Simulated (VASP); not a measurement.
Set up this calculation in VASP 6.6.1, as the native input.

| Property | Result |
| --- | --- |
| Task | electric field gradients |
| Functional | PBE |
| Potentials or basis | VASP PAW PBE potentials, release 64 (Gd, N) |
| Cutoff | 520 eV |
| k mesh | 12 × 12 × 12 |
| Occupations | fermi-dirac, width 0.03 eV |
| Spin | collinear spin, ferromagnetic start |
| Starting moments | [7.0, 0.0] μB |
| Dipole correction | no |
| Further INCAR settings | ALGO = Normal; EDIFF = 1e-08; NBANDS = 22 |

The structure of GdN (zincblende type) lies in POSCAR:

```
GdN
1.0
    0.0000000000      2.6684715907      2.6684715907
    2.6684715907      0.0000000000      2.6684715907
    2.6684715907      2.6684715907      0.0000000000
Gd N
1 1
Direct
    0.0000000000      0.0000000000      0.0000000000
    0.2500000000      0.2500000000      0.2500000000
```

One way to write it, as run:

INCAR

```
SYSTEM = GdN
ALGO = Normal ; EDIFF = 1E-8
ENCUT = 520 ; GGA = PE
ISIF = 2 ; ISMEAR = -1
ISPIN = 2 ; LASPH = .True.
LCHARG = .False. ; LEFG = .True.
LMAXMIX = 6 ; LORBIT = 11
LREAL = .False. ; LWAVE = .False.
MAGMOM = 7 0 ; NBANDS = 22
NELM = 150 ; PREC = Accurate
SIGMA = 0.03
```

KPOINTS

```
k-points
0
Gamma
  12 12 12
  0 0 0
```

Potentials or basis: VASP PAW PBE potentials, release 64 (Gd, N).

Run with:

```console
$ cat potpaw_PBE.64/Gd/POTCAR potpaw_PBE.64/N/POTCAR > POTCAR
$ mpirun -np 1 vasp_std > vasp.out
```

Results of the run:

The pressure is 0.2 GPa and the band gap on the k mesh is 1.19 eV (least direct gap 1.85 eV). The net moment is 7.00 μB per cell. The site moments are Gd +6.79; N -0.06 μB, the largest electric field gradient by atom is zero within the noise of the run and the valence electrons inside the program's atomic spheres are Gd 15.27; N 3.67.

Caveat: spin-orbit coupling is left out, which moves the levels of the heavy elements; a cell with one magnetic atom can't hold antiferromagnetic order, which such compounds often take; semilocal functionals describe open f shells poorly, which spoils levels, moments and volumes.

Run time: 5.8 min on 1 thread of Intel Xeon 8259CL, on a shared host, peak memory 0.26 GiB.
